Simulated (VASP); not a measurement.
# I (Fd-3m) in VASP: notebook

The runs below take I through single point, relaxation of cell and atoms, with PBE.

All numbers are computed with VASP 6.6.1; they aren't measurements. Logs are shortened: lines on timing, memory, paths and dates and some standing lists are left out, and cuts for length are marked.

### Step 1. The cell of the first run

Symmetry: Fd-3m, No. 227, cubic system. Conventional cell: a = 5.954 Å, b = 5.954 Å, c = 5.954 Å, α = 90.00°, β = 90.00°, γ = 90.00°. Within 3.4 Å of I (site symmetry -43m) lie 4 I at 2.58 Å.

### Step 2. Single point, PBE

File INCAR:

```
PREC = Accurate
ENCUT = 500
EDIFF = 1E-6
ISMEAR = 0
SIGMA = 0.05
LREAL = False
LASPH = True
NELM = 120
ALGO = Normal
ISIF = 2
LWAVE = False
LCHARG = False
GGA = PE
NBANDS = 14
GGA_COMPAT = False
```

File KPOINTS:

```
regular mesh
0
Gamma
  6 6 6
```

File POSCAR:

```
I
1.0
    0.0000000000      2.9771901322      2.9771901322
    2.9771901322      0.0000000000      2.9771901322
    2.9771901322      2.9771901322      0.0000000000
I
2
Direct
    1.0000000000      1.0000000000      1.0000000000
    0.2500000000      0.2500000000      0.2500000000
```

Potentials or basis: VASP PAW PBE potentials, release 64 (I).

Started as:

```console
$ cat potpaw_PBE.64/I/POTCAR > POTCAR
$ mpirun -np 1 vasp_std > vasp.out
```

OUTCAR:

```text
PREC = Accurate
   ENCUT = 500
   EDIFF = 1E-6
   ISMEAR = 0
   LREAL = False
   LASPH = True
   NELM = 120
   ISIF = 2
   GGA = PE

 ion  position               nearest neighbor table
   1  0.000  0.000  0.000-   2 2.58   2 2.58   2 2.58   2 2.58
   2  0.250  0.250  0.250-   1 2.58   1 2.58   1 2.58   1 2.58

  LATTYP: Found a face centered cubic cell.
 ALAT       =     5.9543802644

  Lattice vectors:

 A1 = (   0.0000000000,   2.9771901322,   2.9771901322)
 A2 = (   2.9771901322,   0.0000000000,   2.9771901322)
 A3 = (   2.9771901322,   2.9771901322,   0.0000000000)

Analysis of symmetry for initial positions (statically):
=====================================================================
 Subroutine PRICEL returns:
 Original cell was already a primitive cell.

 Routine SETGRP: Setting up the symmetry group for a
 face centered cubic supercell.

 Subroutine GETGRP returns: Found 48 space group operations
 (whereof 24 operations were pure point group operations)
 out of a pool of 48 trial point group operations.

The static configuration has the point symmetry T_d .
 The point group associated with its full space group is O_h .

Analysis of symmetry for dynamics (positions and initial velocities):
=====================================================================
 Subroutine PRICEL returns:
 Original cell was already a primitive cell.

 Routine SETGRP: Setting up the symmetry group for a
 face centered cubic supercell.

 Subroutine GETGRP returns: Found 48 space group operations
 (whereof 24 operations were pure point group operations)
 out of a pool of 48 trial point group operations.

The dynamic configuration has the point symmetry T_d .
 The point group associated with its full space group is O_h .

 Subroutine INISYM returns: Found 48 space group operations
 (whereof 24 operations are pure point group operations),
 and found     1 'primitive' translations

----------------------------------------------------------------------------------------

                                     Primitive cell

  volume of cell :      52.7776

  direct lattice vectors                    reciprocal lattice vectors
     0.000000000  2.977190132  2.977190132    -0.167943590  0.167943590  0.167943590
     2.977190132  0.000000000  2.977190132     0.167943590 -0.167943590  0.167943590
     2.977190132  2.977190132  0.000000000     0.167943590  0.167943590 -0.167943590

  length of vectors
     4.210382663  4.210382663  4.210382663     0.290886831  0.290886831  0.290886831

  position of ions in fractional coordinates (direct lattice)
     0.000000000  0.000000000  0.000000000
     0.250000000  0.250000000  0.250000000

  ion indices of the primitive-cell ions
   primitive index   ion index
                 1           1
                 2           2

----------------------------------------------------------------------------------------

 KPOINTS: regular mesh

Automatic generation of k-mesh.
 Grid dimensions read from file:
 generate k-points for:    6    6    6

 Generating k-lattice:

  Cartesian coordinates                     Fractional coordinates (reciprocal lattice)
    -0.027990598  0.027990598  0.027990598     0.166666667  0.000000000  0.000000000
     0.027990598 -0.027990598  0.027990598     0.000000000  0.166666667  0.000000000
     0.027990598  0.027990598 -0.027990598     0.000000000  0.000000000  0.166666667

  Length of vectors
     0.048481139  0.048481139  0.048481139

  Shift w.r.t. Gamma in fractional coordinates (k-lattice)
     0.000000000  0.000000000  0.000000000

 Subroutine IBZKPT returns following result:
 ===========================================

 Found     16 irreducible k-points:

 Following reciprocal coordinates:
            Coordinates               Weight
  0.000000  0.000000  0.000000      1.000000
  0.166667  0.000000  0.000000      8.000000
  0.333333  0.000000  0.000000      8.000000
  0.500000  0.000000  0.000000      4.000000
  0.166667  0.166667  0.000000      6.000000
  0.333333  0.166667  0.000000     24.000000
[... 8 lines left out ...]
 -0.333333  0.333333  0.166667     24.000000
 -0.333333  0.500000  0.166667     12.000000
   k-points           NKPTS =     16   k-points in BZ     NKDIM =     16   number of bands    NBANDS=     14
   number of dos      NEDOS =    301   number of ions     NIONS =      2
   total plane-waves  NPLWV =  32768
   dimension x,y,z NGX =    32 NGY =   32 NGZ =   32
   dimension x,y,z NGXF=    64 NGYF=   64 NGZF=   64
   ions per type =               2
   NGX,Y,Z   is equivalent  to a cutoff of  12.64, 12.64, 12.64 a.u.
   NGXF,Y,Z  is equivalent  to a cutoff of  25.27, 25.27, 25.27 a.u.
 SYSTEM =  unknown system
   PREC   = accura    normal or accurate (medium, high low for compatibility)
   ISTART =      0    job   : 0-new  1-cont  2-samecut
   ICHARG =      2    charge: 1-file 2-atom 10-const
   ISPIN  =      1    spin polarized calculation?
   LNONCOLLINEAR =      F non collinear calculations
   LSORBIT =      F    spin-orbit coupling
   LASPH  =      T    aspherical Exc in radial PAW
   ENCUT  =  500.0 eV  36.75 Ry    6.06 a.u.   7.68  7.68  7.68*2*pi/ulx,y,z
   NELM   =    120;   NELMIN=  2; NELMDL= -5     # of ELM steps
   EDIFF  = 0.1E-05   stopping-criterion for ELM
   LREAL  =      F    real-space projection
   EDIFFG = 0.1E-04   stopping-criterion for IOM
   NSW    =      0    number of steps for IOM
   IBRION =     -1    ionic relax: 0-MD 1-quasi-New 2-CG
   NFREE  =      0    steps in history (QN), initial steepest desc. (CG)
   ISIF   =      2    stress and relaxation
   ISYM   =      2    0-nonsym 1-usesym 2-fastsym
   POTIM  = 0.5000    time-step for ionic-motion
   TEBEG  =    0.0;   TEEND  =   0.0 temperature during run
   PSTRESS=    0.0 pullay stress
   NELECT =      14.0000    total number of electrons
   NUPDOWN=      -1.0000    fix difference up-down
   EMIN   =  10.00;   EMAX   =-10.00  energy-range for DOS
   EFERMI =   0.00;   METHOD = LEGACY
   ISMEAR =     0;   SIGMA  =   0.05  broadening in eV -4-tet -1-fermi 0-gaus
   EFERMI_NEDOS =   21; number of points for ismear=-14 and -15
   IALGO  =     38    algorithm
   IMIX   =      4    mixing-type and parameters
     AMIX     =   0.40;   BMIX     =  1.00
     AMIX_MAG =   1.60;   BMIX_MAG =  1.00
  volume/ion in A,a.u.               =      26.39       178.08
  Fermi-wavevector in a.u.,A,eV,Ry     =   1.051883  1.987771 15.054285  1.106459
  Thomas-Fermi vector in A             =   2.186944
   LORBIT       =      0    0 simple, 1 ext, 2 COOP (PROOUT), +10 PAW based schemes
   GGA     = PE    functional components
   LHFCALC =     F    Hartree Fock is set to
   AEXX    =    0.0000 exact exchange contribution
   IVDW    =     0    specifies the selected vdW correction
   LEPSILON=     F    determine dielectric tensor
   LRPA    =     F    only Hartree local field effects (RPA)
 non-spin polarized calculation
 Gauss-broadening in eV      SIGMA  =   0.05
  energy-cutoff  :      500.00
  volume of cell :       52.78
 maximum number of plane-waves:      1363
 NGX is ok and might be reduce to    32
   NGX = 15   NGY = 15   NGZ = 15

 number of electron      13.9999998 magnetization

 Free energy of the ion-electron system (eV)
  ---------------------------------------------------
  ext. energy  EPLUGINS =         0.00000000
  ---------------------------------------------------
  free energy    TOTEN  =         4.18319073 eV

  energy without entropy =        4.19017033  energy(sigma->0) =        4.18668053

 E-fermi :  10.2227     XC(G=0): -10.0379

 val. band max:       10.2149035071   @ k =  -0.3333   0.3333   0.0000
 cond. band min:      10.2439425439   @ k =  -0.3333   0.3333   0.1667
 fundamental gap:      0.0290390368
 Fermi energy:        10.2227416893

 k-point     1 :       0.0000    0.0000    0.0000
  band No.  band energies     occupation
      1      -9.1365      2.00000
      2       0.3676      2.00000
      3       3.5740      2.00000
      4       3.5740      2.00000
      5       3.5740      2.00000
      6       7.0562      2.00000
      7       7.0562      2.00000
      8       7.0562      2.00000
      9      12.7648      0.00000
     10      14.8547      0.00000
     11      14.8547      0.00000
     12      16.8764      0.00000
     13      16.8764      0.00000
     14      16.8764      0.00000

 k-point     2 :       0.1667    0.0000    0.0000
  band No.  band energies     occupation
      1      -8.8671      2.00000
      2      -1.0486      2.00000
      3       3.2438      2.00000
      4       3.2438      2.00000
      5       4.0204      2.00000
      6       7.5653      2.00000
      7       7.5653      2.00000
      8       7.9005      2.00000
      9      13.7184      0.00000
     10      14.2383      0.00000
     11      14.2383      0.00000
     12      16.3420      0.00000
     13      18.5073      0.00000
     14      18.5073      0.00000

 k-point     3 :       0.3333    0.0000    0.0000
  band No.  band energies     occupation
      1      -8.1552      2.00000
      2      -3.1296      2.00000
      3       2.7545      2.00000
      4       2.7545      2.00000
      5       3.9307      2.00000
      6       8.2995      2.00000
      7       8.2995      2.00000
      8      10.3202      0.00586
      9      14.2809      0.00000
     10      14.4865      0.00000
     11      14.4865      0.00000
     12      17.0526      0.00000
     13      19.5922      0.00000
     14      19.5922      0.00000
[... 188 lines left out ...]
 k-point    15 :      -0.3333    0.3333    0.1667
  band No.  band energies     occupation
      1      -6.8375      2.00000
      2      -5.0585      2.00000
      3       0.9394      2.00000
      4       1.7244      2.00000
      5       6.5557      2.00000
      6       8.3493      2.00000
      7      10.2061      1.36149
      8      10.2439      0.54874
      9      13.2228      0.00000
     10      15.5893      0.00000
     11      16.2710      0.00000
     12      17.9598      0.00000
     13      19.8070      0.00000
     14      20.7663      0.00000

 k-point    16 :      -0.3333    0.5000    0.1667
  band No.  band energies     occupation
      1      -5.9879      2.00000
      2      -5.9879      2.00000
      3       1.1953      2.00000
      4       1.1953      2.00000
      5       7.1773      2.00000
      6       7.1773      2.00000
      7      10.7065      0.00000
      8      10.7065      0.00000
      9      14.7507      0.00000
     10      14.7507      0.00000
     11      17.2254      0.00000
     12      17.2254      0.00000
     13      20.5403      0.00000
     14      20.5403      0.00000

------------------------ aborting loop because EDIFF is reached ----------------------------------------

  FORCE on cell =-STRESS in cart. coord.  units (eV):
  Direction    XX          YY          ZZ          XY          YZ          ZX
  --------------------------------------------------------------------------------------
  -------------------------------------------------------------------------------------
  Total       19.7536520     19.7536520     19.7536520     -0.0000000     -0.0000000     -0.0000000
  in kB      599.6644091    599.6644091    599.6644091     -0.0000000     -0.0000000     -0.0000000
  external PRESSURE =     599.6644091 kB  Pullay stress =       0.0000000 kB

 VOLUME and BASIS-vectors are now :
 -----------------------------------------------------------------------------
  energy-cutoff  :      500.00
  volume of cell :       52.78
      direct lattice vectors                 reciprocal lattice vectors
     0.000000000  2.977190132  2.977190132    -0.167943590  0.167943590  0.167943590
     2.977190132  0.000000000  2.977190132     0.167943590 -0.167943590  0.167943590
     2.977190132  2.977190132  0.000000000     0.167943590  0.167943590 -0.167943590

 POSITION                                       TOTAL-FORCE (eV/Angst)
 -----------------------------------------------------------------------------------
      0.00000      0.00000      0.00000         0.000000     -0.000000     -0.000000
      1.48860      1.48860      1.48860        -0.000000      0.000000      0.000000
 -----------------------------------------------------------------------------------
    total drift:                               -0.000000      0.000000      0.000000

  FREE ENERGIE OF THE ION-ELECTRON SYSTEM (eV)
  ---------------------------------------------------
  free  energy   TOTEN  =         4.1831907295 eV

  energy  without entropy=        4.1901703344  energy(sigma->0) =        4.18668053
```

Run time: 13 s. Hardware: 1 thread of Intel Xeon Platinum 8375C at 2.90GHz (Ice Lake), shared host; peak memory 0.17 GiB.

Results:

- Free energy: 4.1832 eV
- Pressure: 60.0 GPa
- Band gap on the k mesh: zero (bands 7 and 8 overlap by 5.16 eV)

Caveat: the cell stands under pressure; spin-orbit coupling is left out, which moves the levels of the heavy elements.

### Step 3. Single point, PBE

This run uses another cell than the first one, of 29.74 Å³/atom.

File INCAR:

```
SYSTEM = I
  ALGO = Normal
  EDIFF = 1E-6
  ENCUT = 500
  GGA = PE
  GGA_COMPAT = .False.
  ISIF = 2
  ISMEAR = 0
  LASPH = .True.
  LCHARG = .True.
  LELF = .True.
  LREAL = .False.
  LVHAR = .True.
  LWAVE = .False.
  NBANDS = 14
  NELM = 120
  PREC = Accurate
  SIGMA = 0.05
```

File KPOINTS:

```
k-points
0
Gamma
  6 6 6
  0 0 0
```

File POSCAR:

```
I
1.0
    0.0000000000      3.0982111527      3.0982111527
    3.0982111527      0.0000000000      3.0982111527
    3.0982111527      3.0982111527      0.0000000000
I
2
Direct
    1.0000000000      1.0000000000      1.0000000000
    0.2500000000      0.2500000000      0.2500000000
```

Potentials or basis: VASP PAW PBE potentials, release 64 (I).

Started as:

```console
$ cat potpaw_PBE.64/I/POTCAR > POTCAR
$ mpirun -np 1 vasp_std > vasp.out
```

OUTCAR:

```text
SYSTEM = I
   EDIFF = 1E-6
   ENCUT = 500
   GGA = PE
   ISIF = 2
   ISMEAR = 0
   LASPH = .True.
   LREAL = .False.
   NELM = 120
   PREC = Accurate

 ion  position               nearest neighbor table
   1  0.000  0.000  0.000-   2 2.68   2 2.68   2 2.68   2 2.68
   2  0.250  0.250  0.250-   1 2.68   1 2.68   1 2.68   1 2.68

  LATTYP: Found a face centered cubic cell.
 ALAT       =     6.1964223054

  Lattice vectors:

 A1 = (   0.0000000000,   3.0982111527,   3.0982111527)
[... 449 lines left out ...]
------------------------ aborting loop because EDIFF is reached ----------------------------------------

  FORCE on cell =-STRESS in cart. coord.  units (eV):
  Direction    XX          YY          ZZ          XY          YZ          ZX
  --------------------------------------------------------------------------------------
  -------------------------------------------------------------------------------------
  Total       14.8257676     14.8257676     14.8257676     -0.0000000     -0.0000000      0.0000000
  in kB      399.3601576    399.3601576    399.3601576     -0.0000000     -0.0000000      0.0000000
  external PRESSURE =     399.3601576 kB  Pullay stress =       0.0000000 kB

 VOLUME and BASIS-vectors are now :
 -----------------------------------------------------------------------------
  energy-cutoff  :      500.00
  volume of cell :       59.48
      direct lattice vectors                 reciprocal lattice vectors
     0.000000000  3.098211153  3.098211153    -0.161383448  0.161383448  0.161383448
     3.098211153  0.000000000  3.098211153     0.161383448 -0.161383448  0.161383448
     3.098211153  3.098211153  0.000000000     0.161383448  0.161383448 -0.161383448

 POSITION                                       TOTAL-FORCE (eV/Angst)
 -----------------------------------------------------------------------------------
      0.00000      0.00000      0.00000        -0.000000     -0.000000      0.000000
      1.54911      1.54911      1.54911         0.000000      0.000000     -0.000000
 -----------------------------------------------------------------------------------
    total drift:                               -0.000000      0.000000      0.000000

  FREE ENERGIE OF THE ION-ELECTRON SYSTEM (eV)
  ---------------------------------------------------
  free  energy   TOTEN  =         2.1243118883 eV

  energy  without entropy=        2.1289285227  energy(sigma->0) =        2.12662021
```

stdout:

```text
POSCAR found type information on POSCAR I
 POSCAR found :  1 types and       2 ions
 scaLAPACK will be used
 LDA part: xc-table for (Slater+PW92), standard interpolation
 POSCAR, INCAR and KPOINTS ok, starting setup
 FFT: planning ... GRIDC
 FFT: planning ... GRID_SOFT
 FFT: planning ... GRID
 WAVECAR not read
 entering main loop
```

It took 12 s on 1 thread of Intel Xeon Platinum 8375C at 2.90GHz (Ice Lake), shared host; peak memory 0.17 GiB.

Results:

* Free energy: 2.1243 eV
* Pressure: 39.9 GPa
* Band gap on the k mesh: zero (bands 7 and 8 overlap by 4.32 eV)

Caveat: the cell stands under pressure; spin-orbit coupling is left out, which moves the levels of the heavy elements.

(Part 1 of 2 ends here.)
